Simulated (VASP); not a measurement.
Set up this calculation in VASP 6.6.1, as the native input.

```yaml
Task: single point
Functional: r2SCAN
Dispersion: D4
Potentials_or_basis: VASP PAW PBE potentials, release 64 (In_d, P)
Cutoff: 520 eV
k_mesh: 8 × 8 × 8
Occupations: fermi-dirac, width 0.05 eV
Spin: no spin polarisation
Dipole_correction: no
Further_INCAR_settings: ALGO = Normal; EDIFF = 1e-06; NBANDS = 16
```

InP:

```xyz
2
Lattice="0.0000 2.8707 2.8707 2.8707 0.0000 2.8707 2.8707 2.8707 0.0000" Properties=species:S:1:pos:R:3 pbc="T T T"
In    0.0000    0.0000    0.0000
P     4.3060    4.3060    4.3060
```

One way to write it, as run:

POSCAR

```
InP
1.0
    0.0000000000      2.8706770916      2.8706770916
    2.8706770916      0.0000000000      2.8706770916
    2.8706770916      2.8706770916      0.0000000000
In P
1 1
Direct
    0.0000000000      0.0000000000      0.0000000000
    0.7500000000      0.7500000000      0.7500000000
```

INCAR.step1

```
SYSTEM = InP
  PREC = Accurate
  ENCUT = 520
  ISMEAR = -1
  SIGMA = 0.05
  LREAL = .FALSE.
  LASPH = .TRUE.
  NELM = 60
  NBANDS = 16
  GGA = PE
  ALGO = Normal
  EDIFF = 1E-4
  LWAVE = .TRUE.
  LCHARG = .FALSE.
```

INCAR.step2

```
SYSTEM = InP
  PREC = Accurate
  ENCUT = 520
  EDIFF = 1E-6
  ISMEAR = -1
  SIGMA = 0.05
  LREAL = .FALSE.
  LASPH = .TRUE.
  NELM = 60
  ALGO = Normal
  ISIF = 2
  LWAVE = .FALSE.
  LCHARG = .FALSE.
  METAGGA = R2SCAN
  LMIXTAU = .TRUE.
  IVDW = 13
  VDW_S6 = 1.0
  VDW_S8 = 0.6018749
  VDW_A1 = 0.51559235
  VDW_A2 = 5.77342911
  NBANDS = 16
  ISTART = 1
```

KPOINTS

```
Automatic mesh
0
G
  8 8 8
  0 0 0
```

Potentials or basis: VASP PAW PBE potentials, release 64 (In_d, P).

The run is started by

```bash
$ cat potpaw_PBE.64/In_d/POTCAR potpaw_PBE.64/P/POTCAR > POTCAR
$ cp INCAR.step1 INCAR
$ mpirun -np 1 vasp_std > vasp.out
$ cp INCAR.step2 INCAR
$ mpirun -np 1 vasp_std > vasp.out
```

It gave:

```
Pressure                   : 6.1 GPa
Band gap on the k mesh     : 1.53 eV, direct
Dispersion energy per atom : -0.126 eV
```

Caveat: the PAW data sets were made with another functional, which shifts forces and pressure a little; spin-orbit coupling is left out, which moves the levels of the heavy elements.

Wall time 74 s on 1 thread of AMD EPYC 7R13 Processor (Zen 3), on a shared host, peak memory 0.15 GiB.
